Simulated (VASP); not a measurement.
# CsPbBr3 (Pm-3m) in VASP: a series of runs

CsPbBr3 is run at these levels: PBEsol; tasks: single point, relaxation of cell and atoms.

All numbers are computed with VASP 6.6.1; they aren't measurements. Logs are shortened: lines on timing, memory, paths and dates and some standing lists are left out, and cuts for length are marked.

### Step 1. The cell of the first run

The structure is cubic, space group Pm-3m (No. 221). Conventional cell: a = 5.880 Å, b = 5.880 Å, c = 5.880 Å, α = 90.00°, β = 90.00°, γ = 90.00°. Cs (site symmetry m-3m) has 12 Br at 4.16 Å and 8 Pb at 5.09 Å within 5.5 Å. Pb (site symmetry m-3m) has 6 Br at 2.94 Å within 3.9 Å. Br (site symmetry 4/mmm) has 2 Pb at 2.94 Å within 3.9 Å.

### Step 2. Single point, PBEsol

Contents of INCAR:

```
PREC = Accurate ; ENCUT = 520
EDIFF = 1E-6 ; ISMEAR = -1
SIGMA = 0.03 ; LREAL = False
LASPH = True ; NELM = 100
ALGO = Normal ; ISIF = 2
LWAVE = False ; LCHARG = False
GGA = PS ; NBANDS = 30
```

Contents of KPOINTS:

```
Automatic mesh
0
Gamma
  4 4 4
```

Contents of POSCAR:

```
CsPbBr3
1.0
    5.8796652868      0.0000000000      0.0000000000
    0.0000000000      5.8796652868      0.0000000000
    0.0000000000      0.0000000000      5.8796652868
Cs Pb Br
1 1 3
Direct
    0.0000000000      0.0000000000      0.0000000000
    0.5000000000      0.5000000000      0.5000000000
    0.5000000000      0.5000000000      0.0000000000
    0.5000000000      0.0000000000      0.5000000000
    0.0000000000      0.5000000000      0.5000000000
```

Potentials or basis: VASP PAW PBE potentials, release 64 (Cs_sv, Pb_d, Br).

Launch:

```
cat potpaw_PBE.64/Cs_sv/POTCAR potpaw_PBE.64/Pb_d/POTCAR potpaw_PBE.64/Br/POTCAR > POTCAR
mpirun -np 1 vasp_std > vasp.out
```

OUTCAR:

```text
PREC = Accurate
   ENCUT = 520
   EDIFF = 1E-6
   ISMEAR = -1
   LREAL = False
   LASPH = True
   NELM = 100
   ISIF = 2
   GGA = PS

 ion  position               nearest neighbor table
   1  0.000  0.000  0.000-
   2  0.500  0.500  0.500-   3 2.94   4 2.94   5 2.94   3 2.94   4 2.94   5 2.94
   3  0.500  0.500  0.000-   2 2.94   2 2.94
   4  0.500  0.000  0.500-   2 2.94   2 2.94
   5  0.000  0.500  0.500-   2 2.94   2 2.94

  LATTYP: Found a simple cubic cell.
 ALAT       =     5.8796652868

  Lattice vectors:

 A1 = (   5.8796652868,   0.0000000000,   0.0000000000)
 A2 = (   0.0000000000,   5.8796652868,   0.0000000000)
 A3 = (   0.0000000000,   0.0000000000,   5.8796652868)

Analysis of symmetry for initial positions (statically):
=====================================================================
 Subroutine PRICEL returns:
 Original cell was already a primitive cell.

 Routine SETGRP: Setting up the symmetry group for a
 simple cubic supercell.

 Subroutine GETGRP returns: Found 48 space group operations
 (whereof 48 operations were pure point group operations)
 out of a pool of 48 trial point group operations.

The static configuration has the point symmetry O_h .

Analysis of symmetry for dynamics (positions and initial velocities):
=====================================================================
 Subroutine PRICEL returns:
 Original cell was already a primitive cell.

 Routine SETGRP: Setting up the symmetry group for a
 simple cubic supercell.

 Subroutine GETGRP returns: Found 48 space group operations
 (whereof 48 operations were pure point group operations)
 out of a pool of 48 trial point group operations.

The dynamic configuration has the point symmetry O_h .

 Subroutine INISYM returns: Found 48 space group operations
 (whereof 48 operations are pure point group operations),
 and found     1 'primitive' translations

----------------------------------------------------------------------------------------

                                     Primitive cell

  volume of cell :     203.2628

  direct lattice vectors                    reciprocal lattice vectors
     5.879665287  0.000000000  0.000000000     0.170077709  0.000000000  0.000000000
     0.000000000  5.879665287  0.000000000     0.000000000  0.170077709  0.000000000
     0.000000000  0.000000000  5.879665287     0.000000000  0.000000000  0.170077709

[... 73 lines left out ...]
   NELM   =    100;   NELMIN=  2; NELMDL= -5     # of ELM steps
   EDIFF  = 0.1E-05   stopping-criterion for ELM
   LREAL  =      F    real-space projection
   EDIFFG = 0.1E-04   stopping-criterion for IOM
   NSW    =      0    number of steps for IOM
   IBRION =     -1    ionic relax: 0-MD 1-quasi-New 2-CG
   NFREE  =      0    steps in history (QN), initial steepest desc. (CG)
   ISIF   =      2    stress and relaxation
   ISYM   =      2    0-nonsym 1-usesym 2-fastsym
   POTIM  = 0.5000    time-step for ionic-motion
   TEBEG  =    0.0;   TEEND  =   0.0 temperature during run
   PSTRESS=    0.0 pullay stress
   NELECT =      44.0000    total number of electrons
   NUPDOWN=      -1.0000    fix difference up-down
   EMIN   =  10.00;   EMAX   =-10.00  energy-range for DOS
   EFERMI =   0.00;   METHOD = LEGACY
   ISMEAR =    -1;   SIGMA  =   0.03  broadening in eV -4-tet -1-fermi 0-gaus
   EFERMI_NEDOS =   21; number of points for ismear=-14 and -15
   IALGO  =     38    algorithm
   IMIX   =      4    mixing-type and parameters
     AMIX     =   0.40;   BMIX     =  1.00
     AMIX_MAG =   1.60;   BMIX_MAG =  1.00
  volume/ion in A,a.u.               =      40.65       274.34
  Fermi-wavevector in a.u.,A,eV,Ry     =   0.982969  1.857542 13.146329  0.966228
  Thomas-Fermi vector in A             =   2.114092
   LORBIT       =      0    0 simple, 1 ext, 2 COOP (PROOUT), +10 PAW based schemes
   GGA     = PS    functional components
   LHFCALC =     F    Hartree Fock is set to
   AEXX    =    0.0000 exact exchange contribution
   IVDW    =     0    specifies the selected vdW correction
   LEPSILON=     F    determine dielectric tensor
   LRPA    =     F    only Hartree local field effects (RPA)
 non-spin polarized calculation
  energy-cutoff  :      520.00
  volume of cell :      203.26
 maximum number of plane-waves:      5520
 NGX is ok and might be reduce to    48
   NGX = 21   NGY = 21   NGZ = 21

 number of electron      43.9999998 magnetization

 Free energy of the ion-electron system (eV)
  ---------------------------------------------------
  ext. energy  EPLUGINS =         0.00000000
  ---------------------------------------------------
  free energy    TOTEN  =       -16.77448884 eV

  energy without entropy =      -16.77448884  energy(sigma->0) =      -16.77448884

 E-fermi :   1.7993     XC(G=0):  -7.7958

 val. band max:        1.1488114304   @ k =   0.5000   0.5000   0.5000
 cond. band min:       2.5899163702   @ k =   0.5000   0.5000   0.5000
 fundamental gap:      1.4411049399
 Fermi energy:         1.7993272277

 k-point     1 :       0.0000    0.0000    0.0000
  band No.  band energies     occupation
      1     -20.2796      2.00000
      2     -15.6676      2.00000
      3     -15.6676      2.00000
      4     -15.5021      2.00000
      5     -15.5021      2.00000
      6     -15.5021      2.00000
[... 319 lines left out ...]
     29       6.2961      0.00000
     30       7.5505      0.00000

------------------------ aborting loop because EDIFF is reached ----------------------------------------

  FORCE on cell =-STRESS in cart. coord.  units (eV):
  Direction    XX          YY          ZZ          XY          YZ          ZX
  --------------------------------------------------------------------------------------
  -------------------------------------------------------------------------------------
  Total        0.0254053      0.0254053      0.0254053     -0.0000000      0.0000000      0.0000000
  in kB        0.2002518      0.2002518      0.2002518     -0.0000000      0.0000000      0.0000000
  external PRESSURE =       0.2002518 kB  Pullay stress =       0.0000000 kB

 VOLUME and BASIS-vectors are now :
 -----------------------------------------------------------------------------
  energy-cutoff  :      520.00
  volume of cell :      203.26
      direct lattice vectors                 reciprocal lattice vectors
     5.879665287  0.000000000  0.000000000     0.170077709  0.000000000  0.000000000
     0.000000000  5.879665287  0.000000000     0.000000000  0.170077709  0.000000000
     0.000000000  0.000000000  5.879665287     0.000000000  0.000000000  0.170077709

 POSITION                                       TOTAL-FORCE (eV/Angst)
 -----------------------------------------------------------------------------------
      0.00000      0.00000      0.00000         0.000000      0.000000      0.000000
      2.93983      2.93983      2.93983         0.000000      0.000000      0.000000
      2.93983      2.93983      0.00000         0.000000      0.000000      0.000000
      2.93983      0.00000      2.93983         0.000000      0.000000      0.000000
      0.00000      2.93983      2.93983         0.000000      0.000000      0.000000
 -----------------------------------------------------------------------------------
    total drift:                                0.000000     -0.000000     -0.000000

  FREE ENERGIE OF THE ION-ELECTRON SYSTEM (eV)
  ---------------------------------------------------
  free  energy   TOTEN  =       -16.7744888393 eV

  energy  without entropy=      -16.7744888392  energy(sigma->0) =      -16.77448884
```

It took 82 s on 1 thread of Intel Xeon Platinum 8259CL at 2.50GHz (Skylake/Cascade Lake), shared host; peak memory 0.35 GiB.

Results:

* Free energy: -16.7745 eV
* Pressure: 0.0 GPa
* Band gap on the k mesh: 1.44 eV

Levels at points of the mesh, in eV from the valence-band top:
```
           k point  band 19  band 20  band 21  band 22  band 23  band 24  band 25  band 26
(0.00, 0.00, 0.00)    -2.13    -2.02    -2.02    -2.02     2.90     4.05     4.05     4.79
(0.50, 0.00, 0.00)    -2.27    -2.13    -2.13    -1.42     2.50     4.38     4.96     5.09
(0.50, 0.50, 0.00)    -2.36    -2.25    -1.65    -0.70     2.01     2.01     4.80     5.12
(0.50, 0.50, 0.50)    -1.64    -1.64    -1.64     0.00     1.44     1.44     1.44     4.41
```

Caveat: the PAW data sets were made with another functional, which shifts forces and pressure a little; spin-orbit coupling is left out, which moves the levels of the heavy elements. A k mesh can miss the band edges.

### Step 3. Relaxation of cell and atoms, PBEsol

This run uses another cell than the first one, of 42.10 Å³/atom.

Contents of INCAR:

```
SYSTEM = CsPbBr3
PREC = Accurate ; ENCUT = 600
EDIFF = 1E-7 ; ISMEAR = -1
SIGMA = 0.03 ; LREAL = .FALSE.
LASPH = .TRUE. ; NELM = 100
ALGO = Normal ; ISIF = 3
LWAVE = .FALSE. ; LCHARG = .FALSE.
GGA = PS ; IBRION = 2
NSW = 100 ; EDIFFG = -0.01
```

Contents of KPOINTS:

```
regular mesh
0
G
  4 4 4
  0 0 0
```

Edit POSCAR of step 2 so:

```diff
@@ -2,5 +2,5 @@
 1.0
-    5.8796652868      0.0000000000      0.0000000000
-    0.0000000000      5.8796652868      0.0000000000
-    0.0000000000      0.0000000000      5.8796652868
+    5.9486308200      0.0000000000      0.0000000000
+    0.0000000000      5.9486308200      0.0000000000
+    0.0000000000      0.0000000000      5.9486308200
 Cs Pb Br
```

Potentials or basis: VASP PAW PBE potentials, release 64 (Cs_sv, Pb_d, Br).

Launch:

```
cat potpaw_PBE.64/Cs_sv/POTCAR potpaw_PBE.64/Pb_d/POTCAR potpaw_PBE.64/Br/POTCAR > POTCAR
mpirun -np 1 vasp_std > vasp.out
```

OUTCAR:

```text
SYSTEM = CsPbBr3
   PREC = Accurate
   ENCUT = 600
   EDIFF = 1E-7
   ISMEAR = -1
   LREAL = .FALSE.
   LASPH = .TRUE.
   NELM = 100
   ISIF = 3
   GGA = PS
   IBRION = 2
   NSW = 100
   EDIFFG = -0.01

 ion  position               nearest neighbor table
   1  0.000  0.000  0.000-
   2  0.500  0.500  0.500-   3 2.97   4 2.97   5 2.97   3 2.97   4 2.97   5 2.97
   3  0.500  0.500  0.000-   2 2.97   2 2.97
   4  0.500  0.000  0.500-   2 2.97   2 2.97
   5  0.000  0.500  0.500-   2 2.97   2 2.97

  LATTYP: Found a simple cubic cell.
 ALAT       =     5.9486308200

  Lattice vectors:

 A1 = (   5.9486308200,   0.0000000000,   0.0000000000)
 A2 = (   0.0000000000,   5.9486308200,   0.0000000000)
[... 173 lines left out ...]
  Direction    XX          YY          ZZ          XY          YZ          ZX
  --------------------------------------------------------------------------------------
  -------------------------------------------------------------------------------------
  Total       -0.8725405     -0.8725405     -0.8725405     -0.0000000     -0.0000000     -0.0000000
  in kB       -6.6411783     -6.6411783     -6.6411783     -0.0000000     -0.0000000     -0.0000000
  external PRESSURE =      -6.6411783 kB  Pullay stress =       0.0000000 kB
[... 65 lines left out ...]
--------------------------------------- Ionic step        3  -------------------------------------------

 number of electron      43.9999998 magnetization

 Free energy of the ion-electron system (eV)
  ---------------------------------------------------
  ext. energy  EPLUGINS =         0.00000000
  ---------------------------------------------------
  free energy    TOTEN  =       -16.77547910 eV

  energy without entropy =      -16.77547910  energy(sigma->0) =      -16.77547910

 E-fermi :   1.7453     XC(G=0):  -7.7889

 val. band max:        1.1308096240   @ k =   0.5000   0.5000   0.5000
 cond. band min:       2.5780682602   @ k =   0.5000   0.5000   0.5000
 fundamental gap:      1.4472586362
 Fermi energy:         1.7453463215

 k-point     1 :       0.0000    0.0000    0.0000
  band No.  band energies     occupation
      1     -20.2912      2.00000
      2     -15.6795      2.00000
      3     -15.6795      2.00000
      4     -15.5156      2.00000
      5     -15.5156      2.00000
      6     -15.5156      2.00000
[... 311 lines left out ...]
  FREE ENERGIE OF THE ION-ELECTRON SYSTEM (eV)
  ---------------------------------------------------
  free  energy   TOTEN  =       -16.7754791016 eV

  energy  without entropy=      -16.7754791016  energy(sigma->0) =      -16.77547910

 reached required accuracy - stopping structural energy minimisation
```

OSZICAR:

```text
N       E                     dE             d eps       ncg     rms          rms(c)
DAV:   1     0.424814464336E+03    0.42481E+03   -0.20148E+04   520   0.166E+03
DAV:   2     0.332203344643E+02   -0.39159E+03   -0.38197E+03   646   0.345E+02
DAV:   3    -0.153722428029E+02   -0.48593E+02   -0.48385E+02   622   0.132E+02
[... 27 lines left out ...]
DAV:   4    -0.167754784909E+02    0.11129E-04   -0.25820E-04   608   0.109E-01    0.731E-02
DAV:   5    -0.167754772104E+02    0.12804E-05   -0.96441E-05   590   0.902E-02    0.122E-02
DAV:   6    -0.167754792520E+02   -0.20416E-05   -0.10521E-05   648   0.343E-02    0.280E-03
DAV:   7    -0.167754791994E+02    0.52617E-07   -0.14180E-06   644   0.854E-03    0.954E-04
DAV:   8    -0.167754791016E+02    0.97820E-07   -0.11518E-07   412   0.302E-03
   3 F= -.16775479E+02 E0= -.16775479E+02  d E =-.148076E-01
```

CONTCAR:

```text
CsPbBr3
   1.00000000000000
     5.8827186593583116    0.0000000000000000   -0.0000000000000000
    -0.0000000000000000    5.8827186593583116    0.0000000000000000
    -0.0000000000000000   -0.0000000000000000    5.8827186593583116
  Cs              Pb              Br
     1     1     3
Direct
     0.0000000000000000    0.0000000000000000    0.0000000000000000
     0.5000000000000000    0.5000000000000000    0.5000000000000000
     0.5000000000000000    0.5000000000000000    0.0000000000000000
     0.5000000000000000    0.0000000000000000    0.5000000000000000
     0.0000000000000000    0.5000000000000000    0.5000000000000000

  0.00000000E+00  0.00000000E+00  0.00000000E+00
  0.00000000E+00  0.00000000E+00  0.00000000E+00
  0.00000000E+00  0.00000000E+00  0.00000000E+00
  0.00000000E+00  0.00000000E+00  0.00000000E+00
  0.00000000E+00  0.00000000E+00  0.00000000E+00
```

It took 3.2 min on 1 thread of Intel Xeon Platinum 8259CL at 2.50GHz (Skylake/Cascade Lake), shared host; peak memory 0.38 GiB.

What came out:

* Free energy: -16.7755 eV
* Relaxed volume: 40.72 Å³/atom
* Relaxed cell: a = 5.883 Å, b = 5.883 Å, c = 5.883 Å, α = 90.00°, β = 90.00°, γ = 90.00°
* Space group after relaxing (to 0.1 Å): Pm-3m (No. 221)
* Energy gained by relaxing: 3.0 meV/atom
* Ionic steps: 3
* Pressure after relaxing: 0.0 GPa
* Band gap on the k mesh: 1.45 eV

Step by step:
```tsv
step	energy change (eV)	largest force (eV/Å)	pressure (GPa)	volume (Å³)
1	0.0000	0.0000	-0.66	210.50
2	-0.0139	0.0000	-0.17	205.23
3	-0.0148	0.0000	0.00	203.58
```

Final structure:
```
CELL_PARAMETERS angstrom
5.88272 0.00000 0.00000
0.00000 5.88272 0.00000
0.00000 0.00000 5.88272
ATOMIC_POSITIONS crystal
Cs 0.00000 0.00000 0.00000
Pb 0.50000 0.50000 0.50000
Br 0.50000 0.50000 0.00000
Br 0.50000 0.00000 0.50000
Br 0.00000 0.50000 0.50000
```

Caveat: the PAW data sets were made with another functional, which shifts forces and pressure a little; spin-orbit coupling is left out, which moves the levels of the heavy elements. A k mesh can miss the band edges.
